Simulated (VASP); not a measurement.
Ge4S, 10 atoms in the cell. It takes space group Pmma (No. 51, orthorhombic). The conventional cell has a = 3.926 Å, b = 4.106 Å, c = 15.339 Å, α = 90.00°, β = 90.00°, γ = 90.00°. Ge (site symmetry mm2) has 2 S at 2.34 Å and 2 Ge at 2.50 Å within 3.1 Å. Within 3.2 Å of Ge (site symmetry mm2) lie 4 Ge at 2.45 to 2.50 Å. Ge (site symmetry mm2) has 4 Ge at 2.45 to 2.51 Å within 3.2 Å. Ge (site symmetry mm2) has 4 Ge at 2.45 to 2.51 Å within 3.2 Å. Within 3.1 Å of S (site symmetry mm2) lie 2 Ge at 2.34 Å. 

| Property | Result |
| --- | --- |
| Program | VASP 6.6.1 |
| Task | single point |
| Functional | PBE |
| Potentials or basis | VASP PAW PBE potentials, release 64 (Ge_d, S) |
| Cutoff | 520 eV |
| k mesh | 4 × 4 × 2 |
| Occupations | gaussian, width 0.2 eV |
| Spin | no spin polarisation |
| Dipole correction | no |
| Further INCAR settings | ALGO = Normal; EDIFF = 1e-07; NBANDS = 73 |

Potentials or basis: VASP PAW PBE potentials, release 64 (Ge_d, S).

Command:

```bash
$ cat potpaw_PBE.64/Ge_d/POTCAR potpaw_PBE.64/S/POTCAR > POTCAR
$ mpirun -np 1 vasp_std > vasp.out
```

Hardware: 1 thread of Intel(R) Xeon(R) Platinum 8259CL CPU @ 2.50GHz (Skylake/Cascade Lake), with other jobs on the host.

Task: Estimate the wall time of this run.

Result: Run time: 7.7 min on 1 thread of Intel(R) Xeon(R) Platinum 8259CL CPU @ 2.50GHz (Skylake/Cascade Lake), with other jobs on the host, peak memory 0.45 GiB. Counts: scf iterations 19, k points 18.
